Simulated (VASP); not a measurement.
CuNi4, 5 atoms in the cell. Symmetry: I4/m, No. 87, tetragonal system. The conventional cell has a = 5.583 Å, b = 5.583 Å, c = 3.532 Å, α = 90.00°, β = 90.00°, γ = 90.00°. Within 3.3 Å of Cu (site symmetry 4/m) lie 12 Ni at 2.49 to 2.50 Å. Ni (site symmetry m) has 9 Ni at 2.48 to 2.51 Å and 3 Cu at 2.49 to 2.50 Å within 3.3 Å. 

* Program: VASP 6.6.1
* Task: single point
* Functional: PBE
* Potentials or basis: VASP PAW PBE potentials, release 64 (Cu, Ni)
* Cutoff: 520 eV
* k mesh: 6 × 6 × 6
* Occupations: gaussian, width 0.1 eV
* Spin: collinear spin, antiferromagnetic start
* Starting moments: [0.0, -2.0, -2.0, 2.0, 2.0] μB
* Dipole correction: no
* Further INCAR settings: ALGO = Normal; EDIFF = 1e-06; NBANDS = 38

Potentials or basis: VASP PAW PBE potentials, release 64 (Cu, Ni).

Launch:

```bash
$ cat potpaw_PBE.64/Cu/POTCAR potpaw_PBE.64/Ni/POTCAR > POTCAR
$ mpirun -np 1 vasp_std > vasp.out
```

Hardware: 1 thread of Intel(R) Xeon(R) Platinum 8375C CPU @ 2.90GHz (Ice Lake), on a shared host.

**Question.** How long does it take, and how much memory?

**Answer.** Wall time 4.5 min on 1 thread of Intel(R) Xeon(R) Platinum 8375C CPU @ 2.90GHz (Ice Lake), with other jobs on the host, peak memory 0.34 GiB. Counts: scf iterations 19, k points 68.
